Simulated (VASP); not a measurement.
# CuO (I4/mmm) in VASP: single point with PBE

Aim: the single point of CuO with PBE.

Everything below comes from runs of VASP 6.6.1. Logs are shortened: lines on timing, memory, paths and dates and some standing lists are left out, and cuts for length are marked.

## Step 1: The cell of the first run

It takes space group I4/mmm (No. 139, tetragonal). Conventional cell: a = 3.634 Å, b = 3.634 Å, c = 4.050 Å, α = 90.00°, β = 90.00°, γ = 90.00°. Cu (site symmetry 4/mmm) has 6 O at 2.03 to 2.57 Å within 2.7 Å. O (site symmetry 4/mmm) has 6 Cu at 2.03 to 2.57 Å within 2.7 Å.

The cell was generated, and may not be a known phase.

## Step 2: Single point, PBE, collinear spin

Input file INCAR:

```
SYSTEM = CuO
PREC = Accurate
ENCUT = 820
EDIFF = 1E-6
ISMEAR = 0
SIGMA = 0.1
LREAL = .FALSE.
LASPH = .TRUE.
NELM = 200
ALGO = Normal
ISIF = 2
LWAVE = .FALSE.
LCHARG = .FALSE.
ISPIN = 2
MAGMOM = 1 0
LORBIT = 11
LMAXMIX = 4
GGA = PE
NBANDS = 24
GGA_COMPAT = .FALSE.
```

Input file KPOINTS:

```
Automatic mesh
0
G
  6 6 6
  0 0 0
```

Input file POSCAR:

```
CuO
1.0
   -1.8169678200      1.8169678200      2.0251111900
    1.8169678200     -1.8169678200      2.0251111900
    1.8169678200      1.8169678200     -2.0251111900
Cu O
1 1
Direct
    0.5000000000      0.5000000000      0.0000000000
    0.0000000000      0.0000000000      0.0000000000
```

Potentials or basis: VASP PAW PBE potentials, release 64 (Cu_sv_GW, O).

Command:

```console
cat potpaw_PBE.64/Cu_sv_GW/POTCAR potpaw_PBE.64/O/POTCAR > POTCAR
mpirun -np 1 vasp_std > vasp.out
```

OUTCAR:

```text
SYSTEM = CuO
   PREC = Accurate
   ENCUT = 820
   EDIFF = 1E-6
   ISMEAR = 0
   LREAL = .FALSE.
   LASPH = .TRUE.
   NELM = 200
   ISIF = 2
   ISPIN = 2
   LORBIT = 11
   GGA = PE

 ion  position               nearest neighbor table
   1  0.500  0.500  0.000-   2 2.03   2 2.03
   2  0.000  0.000  0.000-   1 2.03   1 2.03

  LATTYP: Found a body centered tetragonal cell.
 ALAT       =     3.6339356400
 C/A-ratio  =     1.1145553420

  Lattice vectors:

 A1 = (  -1.8169678200,   1.8169678200,   2.0251111900)
 A2 = (   1.8169678200,  -1.8169678200,   2.0251111900)
 A3 = (   1.8169678200,   1.8169678200,  -2.0251111900)

Analysis of symmetry for initial positions (statically):
=====================================================================
 Subroutine PRICEL returns:
 Original cell was already a primitive cell.

 Routine SETGRP: Setting up the symmetry group for a
 body centered tetragonal supercell.

 Subroutine GETGRP returns: Found 16 space group operations
 (whereof 16 operations were pure point group operations)
 out of a pool of 16 trial point group operations.

The static configuration has the point symmetry D_4h.

Analysis of symmetry for dynamics (positions and initial velocities):
=====================================================================
 Subroutine PRICEL returns:
 Original cell was already a primitive cell.

 Routine SETGRP: Setting up the symmetry group for a
 body centered tetragonal supercell.

 Subroutine GETGRP returns: Found 16 space group operations
 (whereof 16 operations were pure point group operations)
 out of a pool of 16 trial point group operations.

The dynamic configuration has the point symmetry D_4h.

Analysis of structural, dynamic, and magnetic symmetry:
=====================================================================
 Subroutine PRICEL returns:
 Original cell was already a primitive cell.

 Routine SETGRP: Setting up the symmetry group for a
 body centered tetragonal supercell.

 Subroutine GETGRP returns: Found 16 space group operations
 (whereof 16 operations were pure point group operations)
 out of a pool of 16 trial point group operations.

The overall configuration has the point symmetry D_4h.

 Subroutine INISYM returns: Found 16 space group operations
 (whereof 16 operations are pure point group operations),
 and found     1 'primitive' translations

[... 116 lines left out ...]
  Fermi-wavevector in a.u.,A,eV,Ry     =   1.600738  3.024957 34.863075  2.562364
  Thomas-Fermi vector in A             =   2.697827
   LORBIT       =     11    0 simple, 1 ext, 2 COOP (PROOUT), +10 PAW based schemes
   GGA     = PE    functional components
   LHFCALC =     F    Hartree Fock is set to
   AEXX    =    0.0000 exact exchange contribution
   IVDW    =     0    specifies the selected vdW correction
   LEPSILON=     F    determine dielectric tensor
   LRPA    =     F    only Hartree local field effects (RPA)
 spin polarized calculation
 Gauss-broadening in eV      SIGMA  =   0.10
  energy-cutoff  :      820.00
  volume of cell :       26.74
 maximum number of plane-waves:      1446
 NGX is ok and might be reduce to    32
   NGX = 15   NGY = 15   NGZ = 15

 number of electron      24.9999998 magnetization       0.0002283

 Free energy of the ion-electron system (eV)
  ---------------------------------------------------
  ext. energy  EPLUGINS =         0.00000000
  ---------------------------------------------------
  free energy    TOTEN  =        -8.96573864 eV

  energy without entropy =       -8.95582737  energy(sigma->0) =       -8.96078300

 E-fermi :   2.1818     XC(G=0): -10.7366

 val. band max:        2.1637278375   @ k =  -0.1667  -0.3333   0.1667
 cond. band min:       2.2460739760   @ k =   0.3333   0.0000  -0.0000
 fundamental gap:      0.0823461385
 Fermi energy:         2.1817841440

 spin component 1

 k-point     1 :       0.0000    0.0000    0.0000
  band No.  band energies     occupation
      1    -109.3450      1.00000
      2     -67.0024      1.00000
      3     -66.5878      1.00000
      4     -66.5878      1.00000
      5     -15.1319      1.00000
      6       0.0396      1.00000
[... 637 lines left out ...]
     23      28.7097      0.00000
     24      30.2478      0.00000

 [... further k-points ...]

 spin component 2

 k-point     1 :       0.0000    0.0000    0.0000
  band No.  band energies     occupation
      1    -109.3449      1.00000
      2     -67.0025      1.00000
      3     -66.5876      1.00000
      4     -66.5876      1.00000
      5     -15.1316      1.00000
      6       0.0397      1.00000
[... 637 lines left out ...]
     23      28.7096      0.00000
     24      30.2478      0.00000

 [... further k-points ...]

------------------------ aborting loop because EDIFF is reached ----------------------------------------

  FORCE on cell =-STRESS in cart. coord.  units (eV):
  Direction    XX          YY          ZZ          XY          YZ          ZX
  --------------------------------------------------------------------------------------
  -------------------------------------------------------------------------------------
  Total       -2.8114825     -2.8114825     -5.5095290      0.0000000      0.0000000      0.0000000
  in kB     -168.4389899   -168.4389899   -330.0819081      0.0000000      0.0000000      0.0000000
  external PRESSURE =    -222.3199627 kB  Pullay stress =       0.0000000 kB

 VOLUME and BASIS-vectors are now :
 -----------------------------------------------------------------------------
  energy-cutoff  :      820.00
  volume of cell :       26.74
      direct lattice vectors                 reciprocal lattice vectors
    -1.816967820  1.816967820  2.025111190     0.000000000  0.275183740  0.246900023
     1.816967820 -1.816967820  2.025111190     0.275183740  0.000000000  0.246900023
     1.816967820  1.816967820 -2.025111190     0.275183740  0.275183740  0.000000000

 POSITION                                       TOTAL-FORCE (eV/Angst)
 -----------------------------------------------------------------------------------
      0.00000      0.00000      2.02511        -0.000000     -0.000000     -0.000000
      0.00000      0.00000      0.00000         0.000000      0.000000      0.000000
 -----------------------------------------------------------------------------------
    total drift:                               -0.000000      0.000000     -0.000000

  FREE ENERGIE OF THE ION-ELECTRON SYSTEM (eV)
  ---------------------------------------------------
  free  energy   TOTEN  =        -8.9657386414 eV

  energy  without entropy=       -8.9558273684  energy(sigma->0) =       -8.96078300

 total charge

# of ion       s       p       d       f       tot
--------------------------------------------------
    1        2.175   6.196   8.886   0.005  17.262
    2        1.570   3.257   0.000   0.000   4.828
--------------------------------------------------
tot          3.745   9.453   8.886   0.005  22.089

 magnetization (x)

# of ion       s       p       d       f       tot
--------------------------------------------------
    1       -0.000  -0.000   0.000  -0.000   0.000
    2       -0.000   0.000   0.000   0.000   0.000
--------------------------------------------------
tot         -0.000   0.000   0.000  -0.000   0.000
```

Wall time 90 s (1 thread of Intel Xeon Platinum 8259CL at 2.50GHz (Skylake/Cascade Lake), shared host); peak memory 0.25 GiB.

What came out:

```yaml
Free_energy: -8.9657 eV
Pressure: -22.2 GPa
Net_moment: 0.00 μB per cell
Valence_electrons_inside_the_program's_atomic_spheres: Cu 17.26; O 4.83
```

Caveat: the k points lie up to 0.39 Å⁻¹ apart; semilocal functionals often make such compounds metallic where correlation or magnetic order opens a gap, which also shifts bond lengths.
